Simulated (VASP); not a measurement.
Set up this calculation in VASP 6.6.1, as the native input.

* Task: single point
* Functional: PBEsol
* Dispersion: D3(BJ)
* Potentials or basis: VASP PAW PBE potentials, release 64 (Li_sv, H)
* Cutoff: 520 eV
* k mesh: 11 × 11 × 11
* Occupations: fermi-dirac, width 0.05 eV
* Spin: no spin polarisation
* Dipole correction: no
* Further INCAR settings: ALGO = Normal; EDIFF = 1e-07; NBANDS = 9

The structure of LiH lies in POSCAR:

```
LiH
1.0
    0.0000000000      1.9472101358      1.9472101358
    1.9472101358      0.0000000000      1.9472101358
    1.9472101358      1.9472101358      0.0000000000
Li H
1 1
Direct
    0.0000000000      0.0000000000      0.0000000000
    0.5000000000      0.5000000000      0.5000000000
```

One way to write it, as run:

INCAR

```
PREC     = Accurate       # precision mode
ENCUT    = 520            # plane-wave cutoff, eV
EDIFF    = 1E-7           # SCF threshold, eV
ISMEAR   = -1             # smearing method
SIGMA    = 0.05           # smearing width, eV
LREAL    = F              # projectors in reciprocal space
LASPH    = T              # aspherical terms in the spheres
NELM     = 80             # most SCF steps
ALGO     = Normal         # electronic algorithm
ISIF     = 2              # what is computed and relaxed
LWAVE    = F              # write WAVECAR
LCHARG   = F              # write CHGCAR
GGA      = PS             # functional
IVDW     = 12             # dispersion correction
NBANDS   = 9              # bands
```

KPOINTS

```
Automatic mesh
0
Gamma
  11 11 11
```

Potentials or basis: VASP PAW PBE potentials, release 64 (Li_sv, H).

Run with:

```bash
$ cat potpaw_PBE.64/Li_sv/POTCAR potpaw_PBE.64/H/POTCAR > POTCAR
$ mpirun -np 1 vasp_std > vasp.out
```

Results of the run:

* Band gap on the k mesh: 2.88 eV, direct
* Dispersion energy per atom: -0.147 eV

Caveat: three body term missing.

It took 12 s on 1 thread of Intel Xeon 8259CL, on a shared host, peak memory 0.13 GiB.
